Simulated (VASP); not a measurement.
Here is a VASP 6.6.1 calculation.

INCAR

```
SYSTEM = AlGaC4N4
ALGO = Normal ; EDIFF = 1E-6
ENCUT = 520 ; GGA = PE
ISIF = 2 ; ISMEAR = 0
LASPH = .True. ; LCHARG = .False.
LREAL = .False. ; LWAVE = .False.
NBANDS = 37 ; NELM = 80
PREC = Accurate ; SIGMA = 0.1
```

Contents of KPOINTS:

```
k-points
0
Gamma
  4 4 4
  0 0 0
```

POSCAR

```
AlGaC4N4
1.0
    3.9870809761     -5.4049569656      0.8826739628
    3.9870809761      5.4049569656      0.8826739628
   -0.6816310474      0.0000000000      3.0729226131
Al Ga C N
1 1 4 4
Direct
    0.0000000000      0.0000000000      0.0000000000
    0.5000000000      0.5000000000      0.0000000000
    0.1929527151      0.8070472849      0.0000000000
    0.8070472849      0.1929527151      0.0000000000
    0.1833485626      0.1833485626      0.4999619658
    0.8166514374      0.8166514374      0.5000380342
    0.3006242259      0.6993757741      0.0000000000
    0.6993757741      0.3006242259      0.0000000000
    0.3323980439      0.3323980439      0.4999764756
    0.6676019561      0.6676019561      0.5000235244
```

Potentials or basis: VASP PAW PBE potentials, release 64 (Al, Ga_d, C, N).

The run is started by

```sh
$ cat potpaw_PBE.64/Al/POTCAR potpaw_PBE.64/Ga_d/POTCAR potpaw_PBE.64/C/POTCAR potpaw_PBE.64/N/POTCAR > POTCAR
$ mpirun -np 1 vasp_std > vasp.out
```

Task: Predict the largest force.

Result: 0.432 eV/Å.

Task: Estimate the pressure.

Result: 0.5 GPa.

Task: What does it give for the band gap on the k mesh?

Result: Zero (bands 26 and 27 overlap by 2.44 eV).

Stress tensor (GPa, compression positive):
```
 0.54  0.00  0.16
 0.00  1.04  0.00
 0.16  0.00 -0.05
```

Caveat: the k points lie up to 0.50 Å⁻¹ apart, too coarse for converged energies and pressures of a metal.
